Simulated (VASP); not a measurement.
Input of a VASP 6.6.1 run:

Contents of INCAR:

```
SYSTEM = CsSnI3
ALGO = Normal
EDIFF = 1E-6
EDIFFG = -0.01
ENCUT = 600
GGA = CA
IBRION = 2
ISIF = 3
ISMEAR = -1
LASPH = .TRUE.
LCHARG = .FALSE.
LREAL = .FALSE.
LWAVE = .FALSE.
NELM = 100
NSW = 60
PREC = Accurate
SIGMA = 0.05
```

KPOINTS

```
k-points
0
G
  5 5 5
  0 0 0
```

Contents of POSCAR:

```
CsSnI3
1.0
    6.2057000000      0.0000000000      0.0000000000
    0.0000000000      6.2057000000      0.0000000000
    0.0000000000      0.0000000000      6.2057000000
Cs I Sn
1 3 1
Direct
    0.0000000000      0.0000000000      0.0000000000
    0.5000000000      0.5000000000      0.0000000000
    0.5000000000      0.0000000000      0.5000000000
    0.0000000000      0.5000000000      0.5000000000
    0.5000000000      0.5000000000      0.5000000000
```

Potentials or basis: VASP PAW LDA potentials, release 64 (Cs_sv, I, Sn_d).

The run is started by

```bash
$ cat potpaw_LDA.64/Cs_sv/POTCAR potpaw_LDA.64/I/POTCAR potpaw_LDA.64/Sn_d/POTCAR > POTCAR
$ mpirun -np 1 vasp_std > vasp.out
```

Q: Estimate the relaxed volume.

A: 43.74 Å³/atom.

Q: What does it give for the space group after relaxing (to 0.1 Å)?

A: Pm-3m (No. 221).

Q: What does it give for the relaxed cell?

A: a = 6.025 Å, b = 6.025 Å, c = 6.025 Å, α = 90.00°, β = 90.00°, γ = 90.00°.

Step by step:
```
step  energy change (eV)  largest force (eV/Å)  pressure (GPa)  volume (Å³)
   1              0.0000                0.0000           -1.56       238.99
   2             -0.1013                0.0000           -0.44       223.27
   3             -0.1082                0.0000           -0.02       218.70
```

 LDA usually gives volumes a few per cent too small.
